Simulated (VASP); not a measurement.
Input of a VASP 6.6.1 run:

File INCAR:

```
SYSTEM = K4ZrZn3F12
PREC     = Accurate       ! precision mode
ENCUT    = 520            ! plane-wave cutoff, eV
EDIFF    = 1E-6           ! SCF threshold, eV
ISMEAR   = -1             ! smearing method
SIGMA    = 0.05           ! smearing width, eV
LREAL    = .FALSE.        ! projectors in reciprocal space
LASPH    = .TRUE.         ! aspherical terms in the spheres
NELM     = 200            ! most SCF steps
ALGO     = Normal         ! electronic algorithm
ISIF     = 2              ! what is computed and relaxed
LWAVE    = .FALSE.        ! write WAVECAR
LCHARG   = .FALSE.        ! write CHGCAR
ISPIN    = 2              ! spin polarisation
MAGMOM   = 0.05 0.05 0.05 0.05 0.05 0.05 0.05 0.05 0.05 0.05 0.05 0.05 0.05 0.05 0.05 0.05 0.05 0.05 0.05 0.05 ! initial moments
LORBIT   = 11             ! projections on sites
LMAXMIX  = 4              ! l up to which the mixer works
GGA      = PS             ! functional
NBANDS   = 104            ! bands
NELECT   = 166.0        
GGA_COMPAT= .FALSE.
```

The input KPOINTS:

```
Automatic mesh
0
Gamma
  2 2 2
  0.5 0.5 0.5
```

The input POSCAR:

```
K4ZrZn3F12
1.0
    8.1045260000      0.0000000000      0.0000000000
    0.0000000000      8.1045260000      0.0000000000
    0.0000000000      0.0000000000      4.0522630000
K Zr Zn F
4 1 3 12
Direct
    0.0137490000      0.0037430000      0.9895380000
    0.9988970000      0.4962860000      0.9982680000
    0.4974830000      0.9882820000      0.0270820000
    0.5081070000      0.5009330000      0.0000120000
    0.2593260000      0.2529170000      0.5087850000
    0.2512410000      0.7614510000      0.5041430000
    0.7529440000      0.2454690000      0.5087050000
    0.7569770000      0.7504330000      0.5158540000
    0.2481380000      0.2541930000      0.9958050000
    0.2464770000      0.7491920000      0.9952850000
    0.7595450000      0.2464110000      0.0263420000
    0.7593740000      0.7412070000      0.9988650000
    0.9916040000      0.2551570000      0.5489200000
    0.9913490000      0.7552400000      0.5154680000
    0.4902370000      0.2553070000      0.5043540000
    0.4952810000      0.7451960000      0.4860540000
    0.2528750000      0.9913660000      0.5186540000
    0.2445210000      0.5022800000      0.5184410000
    0.7492910000      0.9981040000      0.5090300000
    0.7489120000      0.5026090000      0.5101020000
```

Potentials or basis: VASP PAW PBE potentials, release 64 (K_sv, Zr_sv, Zn, F).

The run is started by

```console
$ cat potpaw_PBE.64/K_sv/POTCAR potpaw_PBE.64/Zr_sv/POTCAR potpaw_PBE.64/Zn/POTCAR potpaw_PBE.64/F/POTCAR > POTCAR
$ mpirun -np 1 vasp_std > vasp.out
```

Question: Predict the largest force.

Answer: 3.908 eV/Å.

Question: Predict the net moment.

Answer: 0.00 μB per cell.

Forces on the atoms (eV/Å):
```
K   -1.351 -1.134  0.214
K   -1.033  1.133  0.164
K    1.190 -1.015 -0.151
K    1.000  1.193  0.063
Zr  -3.820  0.231 -0.790
Zn  -0.483 -1.898 -0.289
Zn  -0.101  0.214  0.359
Zn  -0.850 -0.116 -0.531
F    0.278 -0.150  1.224
F    0.032  0.043  0.434
F   -0.367  0.013 -0.585
F   -0.291  0.127  0.617
F    3.117 -0.169 -0.389
F    1.995  0.065 -0.174
F    1.136 -0.098  0.033
F   -0.185  0.063  0.088
F    0.061  3.713 -0.139
F    0.162 -1.854 -0.189
F   -0.284  0.853  0.045
F   -0.207 -1.213 -0.003
```

Caveat: the k points lie up to 0.78 Å⁻¹ apart; the cell carries a net charge on a neutralising background, which shifts energy and pressure; the PAW data sets were made with another functional, which shifts forces and pressure a little.
